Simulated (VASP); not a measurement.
# Zn (P6_3/mmc) in VASP: a series of runs

Aim: see how the results for Zn move with the level of theory and the settings. Levels: PBEsol+D4, PBEsol, PBEsol+D3(BJ). Tasks: single point.

Everything below comes from runs of VASP 6.6.1. Logs are shortened: lines on timing, memory, paths and dates and some standing lists are left out, and cuts for length are marked.

## (1) The cell of the first run

Symmetry: P6_3/mmc, No. 194, hexagonal system. Conventional cell: a = 2.673 Å, b = 2.673 Å, c = 4.410 Å, α = 90.00°, β = 90.00°, γ = 120.00°. Within 3.5 Å of Zn (site symmetry -6m2) lie 12 Zn at 2.67 to 2.69 Å.

## (2) Single point, PBEsol+D4

Contents of INCAR:

```
SYSTEM = Zn
PREC     = Accurate       ! precision mode
ENCUT    = 520            ! plane-wave cutoff, eV
EDIFF    = 1E-6           ! SCF threshold, eV
ISMEAR   = -1             ! smearing method
SIGMA    = 0.05           ! smearing width, eV
LREAL    = .False.        ! projectors in reciprocal space
LASPH    = .True.         ! aspherical terms in the spheres
NELM     = 100            ! most SCF steps
ALGO     = Normal         ! electronic algorithm
ISIF     = 2              ! what is computed and relaxed
LWAVE    = .False.        ! write WAVECAR
LCHARG   = .False.        ! write CHGCAR
GGA      = PS             ! functional
IVDW     = 13             ! dispersion correction
NBANDS   = 19             ! bands
```

Contents of KPOINTS:

```
regular mesh
0
Gamma
  11 11 6
  0 0 0
```

Contents of POSCAR:

```
Zn
1.0
    2.6726459496      0.0000000000      0.0000000000
   -1.3363229748      2.3145792877      0.0000000000
    0.0000000000      0.0000000000      4.4101420248
Zn
2
Direct
    0.6666666667      0.3333333333      0.7500000000
    0.3333333333      0.6666666667      0.2500000000
```

Potentials or basis: VASP PAW PBE potentials, release 64 (Zn).

Command:

```sh
$ cat potpaw_PBE.64/Zn/POTCAR > POTCAR
$ mpirun -np 1 vasp_std > vasp.out
```

OUTCAR:

```text
SYSTEM = Zn
   PREC = Accurate
   ENCUT = 520
   EDIFF = 1E-6
   ISMEAR = -1
   LREAL = .False.
   LASPH = .True.
   NELM = 100
   ISIF = 2
   GGA = PS
   IVDW = 13

 ion  position               nearest neighbor table
   1  0.667  0.333  0.750-   2 2.69   2 2.69   2 2.69   2 2.69   2 2.69   2 2.69
   2  0.333  0.667  0.250-   1 2.69   1 2.69   1 2.69   1 2.69   1 2.69   1 2.69

  LATTYP: Found a hexagonal cell.
 ALAT       =     2.6726459496
 C/A-ratio  =     1.6501033463

  Lattice vectors:

 A1 = (   2.6726459496,   0.0000000000,   0.0000000000)
 A2 = (  -1.3363229748,   2.3145792877,   0.0000000000)
 A3 = (   0.0000000000,   0.0000000000,   4.4101420248)

Analysis of symmetry for initial positions (statically):
=====================================================================
 Subroutine PRICEL returns:
 Original cell was already a primitive cell.

 Routine SETGRP: Setting up the symmetry group for a
 hexagonal supercell.

 Subroutine GETGRP returns: Found 24 space group operations
 (whereof 12 operations were pure point group operations)
 out of a pool of 24 trial point group operations.

The static configuration has the point symmetry D_3d.
 The point group associated with its full space group is D_6h.

Analysis of symmetry for dynamics (positions and initial velocities):
=====================================================================
 Subroutine PRICEL returns:
 Original cell was already a primitive cell.

 Routine SETGRP: Setting up the symmetry group for a
 hexagonal supercell.

 Subroutine GETGRP returns: Found 24 space group operations
 (whereof 12 operations were pure point group operations)
 out of a pool of 24 trial point group operations.

The dynamic configuration has the point symmetry D_3d.
 The point group associated with its full space group is D_6h.

 Subroutine INISYM returns: Found 24 space group operations
 (whereof 12 operations are pure point group operations),
 and found     1 'primitive' translations

----------------------------------------------------------------------------------------

                                     Primitive cell

  volume of cell :      27.2814

  direct lattice vectors                    reciprocal lattice vectors
     2.672645950  0.000000000  0.000000000     0.374161044  0.216021980  0.000000000
    -1.336322975  2.314579288  0.000000000     0.000000000  0.432043959  0.000000000
     0.000000000  0.000000000  4.410142025     0.000000000  0.000000000  0.226750067

  length of vectors
     2.672645950  2.672645950  4.410142025     0.432043959  0.432043959  0.226750067

  position of ions in fractional coordinates (direct lattice)
     0.666666667  0.333333333  0.750000000
     0.333333333  0.666666667  0.250000000

  ion indices of the primitive-cell ions
   primitive index   ion index
                 1           1
                 2           2

----------------------------------------------------------------------------------------

 KPOINTS: regular mesh

Automatic generation of k-mesh.
 Grid dimensions read from file:
 generate k-points for:   11   11    6

 Generating k-lattice:

  Cartesian coordinates                     Fractional coordinates (reciprocal lattice)
     0.034014640  0.019638362  0.000000000     0.090909091  0.000000000  0.000000000
     0.000000000  0.039276724  0.000000000     0.000000000  0.090909091  0.000000000
     0.000000000  0.000000000  0.037791678     0.000000000  0.000000000  0.166666667

  Length of vectors
     0.039276724  0.039276724  0.037791678

  Shift w.r.t. Gamma in fractional coordinates (k-lattice)
     0.000000000  0.000000000  0.000000000

 Subroutine IBZKPT returns following result:
 ===========================================

 Found     64 irreducible k-points:

 Following reciprocal coordinates:
            Coordinates               Weight
  0.000000  0.000000  0.000000      1.000000
  0.090909  0.000000  0.000000      6.000000
  0.181818  0.000000  0.000000      6.000000
  0.272727  0.000000  0.000000      6.000000
  0.363636 -0.000000  0.000000      6.000000
  0.454545  0.000000  0.000000      6.000000
[... 16 lines left out ...]
  0.090909  0.090909  0.166667     12.000000
  0.181818  0.090909  0.166667     24.000000
 [... further k-points ...]
   k-points           NKPTS =     64   k-points in BZ     NKDIM =     64   number of bands    NBANDS=     19
   number of dos      NEDOS =    301   number of ions     NIONS =      2
   total plane-waves  NPLWV =  14400
   dimension x,y,z NGX =    20 NGY =   20 NGZ =   36
   dimension x,y,z NGXF=    40 NGYF=   40 NGZF=   72
   ions per type =               2
   NGX,Y,Z   is equivalent  to a cutoff of  12.44, 12.44, 13.57 a.u.
   NGXF,Y,Z  is equivalent  to a cutoff of  24.88, 24.88, 27.14 a.u.
 SYSTEM =  Zn
   PREC   = accura    normal or accurate (medium, high low for compatibility)
   ISTART =      0    job   : 0-new  1-cont  2-samecut
   ICHARG =      2    charge: 1-file 2-atom 10-const
   ISPIN  =      1    spin polarized calculation?
   LNONCOLLINEAR =      F non collinear calculations
   LSORBIT =      F    spin-orbit coupling
   LASPH  =      T    aspherical Exc in radial PAW
   ENCUT  =  520.0 eV  38.22 Ry    6.18 a.u.   4.97  4.97  8.20*2*pi/ulx,y,z
   NELM   =    100;   NELMIN=  2; NELMDL= -5     # of ELM steps
   EDIFF  = 0.1E-05   stopping-criterion for ELM
   LREAL  =      F    real-space projection
   EDIFFG = 0.1E-04   stopping-criterion for IOM
   NSW    =      0    number of steps for IOM
   IBRION =     -1    ionic relax: 0-MD 1-quasi-New 2-CG
   NFREE  =      0    steps in history (QN), initial steepest desc. (CG)
   ISIF   =      2    stress and relaxation
   ISYM   =      2    0-nonsym 1-usesym 2-fastsym
   POTIM  = 0.5000    time-step for ionic-motion
   TEBEG  =    0.0;   TEEND  =   0.0 temperature during run
   PSTRESS=    0.0 pullay stress
   NELECT =      24.0000    total number of electrons
   NUPDOWN=      -1.0000    fix difference up-down
   EMIN   =  10.00;   EMAX   =-10.00  energy-range for DOS
   EFERMI =   0.00;   METHOD = LEGACY
   ISMEAR =    -1;   SIGMA  =   0.05  broadening in eV -4-tet -1-fermi 0-gaus
   EFERMI_NEDOS =   21; number of points for ismear=-14 and -15
   IALGO  =     38    algorithm
   IMIX   =      4    mixing-type and parameters
     AMIX     =   0.40;   BMIX     =  1.00
     AMIX_MAG =   1.60;   BMIX_MAG =  1.00
  volume/ion in A,a.u.               =      13.64        92.05
  Fermi-wavevector in a.u.,A,eV,Ry     =   1.568640  2.964299 33.478914  2.460631
  Thomas-Fermi vector in A             =   2.670641
   LORBIT       =      0    0 simple, 1 ext, 2 COOP (PROOUT), +10 PAW based schemes
   GGA     = PS    functional components
   LHFCALC =     F    Hartree Fock is set to
   AEXX    =    0.0000 exact exchange contribution
   IVDW    =    13    specifies the selected vdW correction
   LEPSILON=     F    determine dielectric tensor
   LRPA    =     F    only Hartree local field effects (RPA)
 non-spin polarized calculation
  energy-cutoff  :      520.00
  volume of cell :       27.28
 maximum number of plane-waves:       760
 NGX is ok and might be reduce to    20
   NGX =  9   NGY =  9   NGZ = 17

 number of electron      23.9999997 magnetization

 Free energy of the ion-electron system (eV)
  ---------------------------------------------------
  ext. energy  EPLUGINS =         0.00000000
  ---------------------------------------------------
  free energy    TOTEN  =        -3.17787352 eV

  energy without entropy =       -3.17564740  energy(sigma->0) =       -3.17676046

 E-fermi :   3.9318     XC(G=0): -12.2975

 val. band max:        3.9158065752   @ k =   0.4545   0.0000   0.3333
 cond. band min:       4.0610524429   @ k =   0.1818   0.1818   0.0000
 fundamental gap:      0.1452458677
 Fermi energy:         3.9317554883

 k-point     1 :       0.0000    0.0000    0.0000
  band No.  band energies     occupation
      1      -7.5540      2.00000
      2      -5.1508      2.00000
      3      -4.2293      2.00000
      4      -4.1547      2.00000
      5      -4.1547      2.00000
      6      -4.0507      2.00000
[... 11 lines left out ...]
     18      22.0492      0.00000
     19      23.0109      0.00000

 k-point     2 :       0.0909    0.0000    0.0000
  band No.  band energies     occupation
      1      -7.3141      2.00000
      2      -5.0624      2.00000
      3      -4.2721      2.00000
      4      -4.1170      2.00000
      5      -4.0962      2.00000
      6      -4.0675      2.00000
[... 11 lines left out ...]
     18      23.8721      0.00000
     19      23.9552      0.00000

 k-point     3 :       0.1818    0.0000    0.0000
  band No.  band energies     occupation
      1      -6.6221      2.00000
      2      -4.8702      2.00000
      3      -4.3404      2.00000
      4      -4.1382      2.00000
      5      -4.1381      2.00000
      6      -3.9823      2.00000
[... 11 lines left out ...]
     18      20.3124      0.00000
     19      23.7851      0.00000

 k-point     4 :       0.2727    0.0000    0.0000
  band No.  band energies     occupation
      1      -5.6485      2.00000
      2      -4.8032      2.00000
      3      -4.4387      2.00000
      4      -4.2560      2.00000
      5      -4.1383      2.00000
      6      -4.0690      2.00000
[... 407 lines left out ...]
     18      17.5814      0.00000
     19      19.0003      0.00000

 k-point    23 :       0.0909    0.0909    0.1667
  band No.  band energies     occupation
      1      -6.6358      2.00000
      2      -4.8922      2.00000
      3      -4.3287      2.00000
      4      -4.1792      2.00000
      5      -4.1633      2.00000
      6      -4.0445      2.00000
[... 11 lines left out ...]
     18      20.3401      0.00000
     19      22.0543      0.00000

 k-point    24 :       0.1818    0.0909    0.1667
  band No.  band energies     occupation
      1      -5.8129      2.00000
      2      -4.7132      2.00000
      3      -4.4039      2.00000
      4      -4.3314      2.00000
      5      -4.2011      2.00000
      6      -4.0409      2.00000
[... 11 lines left out ...]
     18      20.1858      0.00000
     19      21.3624      0.00000

 [... further k-points ...]

------------------------ aborting loop because EDIFF is reached ----------------------------------------

  DFT-D4 for vdW energy calculation

  Edisp (eV):   -0.41073

  FORCE on cell =-STRESS in cart. coord.  units (eV):
  Direction    XX          YY          ZZ          XY          YZ          ZX
  --------------------------------------------------------------------------------------
  -------------------------------------------------------------------------------------
  Total       0.09602     0.09602     0.09169     0.00000    -0.00000     0.00000
  in kB       5.63890     5.63890     5.38486     0.00000    -0.00000     0.00000
  external pressure =        5.55 kB  Pullay stress =        0.00 kB

 VOLUME and BASIS-vectors are now :
 -----------------------------------------------------------------------------
  energy-cutoff  :      520.00
  volume of cell :       27.28
      direct lattice vectors                 reciprocal lattice vectors
     2.672645950  0.000000000  0.000000000     0.374161044  0.216021980  0.000000000
    -1.336322975  2.314579288  0.000000000     0.000000000  0.432043959  0.000000000
     0.000000000  0.000000000  4.410142025     0.000000000  0.000000000  0.226750067

 POSITION                                       TOTAL-FORCE (eV/Angst)
 -----------------------------------------------------------------------------------
      1.33632      0.77153      3.30761         0.000000      0.000000      0.000000
     -0.00000      1.54305      1.10254        -0.000000     -0.000000      0.000000
 -----------------------------------------------------------------------------------
    total drift:                               -0.000000      0.000000     -0.000000

  FREE ENERGIE OF THE ION-ELECTRON SYSTEM (eV)
  ---------------------------------------------------
  free  energy   TOTEN  =        -3.5886079484 eV

  energy  without entropy=       -3.5863818295  energy(sigma->0) =       -3.58749489
```

It took 65 s on 1 thread of AMD EPYC 7R13, shared host; peak memory 0.12 GiB.

What came out:

- Free energy: -3.5886 eV
- Pressure: 0.6 GPa
- Band gap on the k mesh: zero (band 12 reaches 5.27 eV, above the bottom of band 13 at 2.36 eV)
- Dispersion energy per atom: -0.205 eV

Levels at points of the mesh, in eV from the Fermi level:
```tsv
k point	band 9	band 10	band 11	band 12	band 13	band 14	band 15	band 16
(0.00, 0.00, 0.00)	-7.81	-7.38	-7.38	-3.69	-1.57	16.17	16.17	18.11
(0.00, 0.00, 0.50)	-7.52	-7.52	-7.52	-7.52	7.38	7.38	17.90	17.90
```

Caveat: the PAW data sets were made with another functional, which shifts forces and pressure a little; pairwise dispersion overbinds metals, which lowers pressure and volume.

## (3) Single point, PBEsol

This run uses another cell than the first one, of 13.67 Å³/atom, 1.002 times its volume.

Contents of INCAR:

```
  PREC = Accurate
  ENCUT = 520
  EDIFF = 1E-6
  ISMEAR = -1
  SIGMA = 0.05
  LREAL = False
  LASPH = True
  NELM = 80
  ALGO = Normal
  ISIF = 2
  LWAVE = False
  LCHARG = False
  GGA = PS
  NBANDS = 19
```

Contents of KPOINTS:

```
Automatic mesh
0
Gamma
  11 11 6
```

Contents of POSCAR:

```
Zn
1.0
    2.6748809617      0.0000000000      0.0000000000
   -1.3374404809      2.3165148650      0.0000000000
    0.0000000000      0.0000000000      4.4136626699
Zn
2
Direct
    0.6666666667      0.3333333333      0.7500000000
    0.3333333333      0.6666666667      0.2500000000
```

Potentials or basis: VASP PAW PBE potentials, release 64 (Zn).

Command:

```sh
$ cat potpaw_PBE.64/Zn/POTCAR > POTCAR
$ mpirun -np 1 vasp_std > vasp.out
```

It took 63 s on 1 thread of AMD EPYC 7R13, shared host; peak memory 0.12 GiB.

It converged, with:

```yaml
Free_energy: -3.1790 eV
Pressure: 2.5 GPa
Band_gap_on_the_k_mesh: zero (band 12 reaches 5.25 eV, above the bottom of band 13 at 2.33 eV)
```

Levels at points of the mesh, in eV from the Fermi level:
| k point | band 8 | band 9 | band 10 | band 11 | band 12 | band 13 | band 14 | band 15 | band 16 | band 17 |
| --- | --- | --- | --- | --- | --- | --- | --- | --- | --- | --- |
| (0.00, 0.00, 0.00) | -7.80 | -7.80 | -7.37 | -7.37 | -3.67 | -1.57 | 16.15 | 16.15 | 18.08 | 18.08 |
| (0.00, 0.00, 0.50) | -8.03 | -7.51 | -7.51 | -7.51 | -7.51 | 7.37 | 7.37 | 17.87 | 17.87 | 17.87 |

Caveat: the PAW data sets were made with another functional, which shifts forces and pressure a little.

(Part 1 of 2 ends here.)
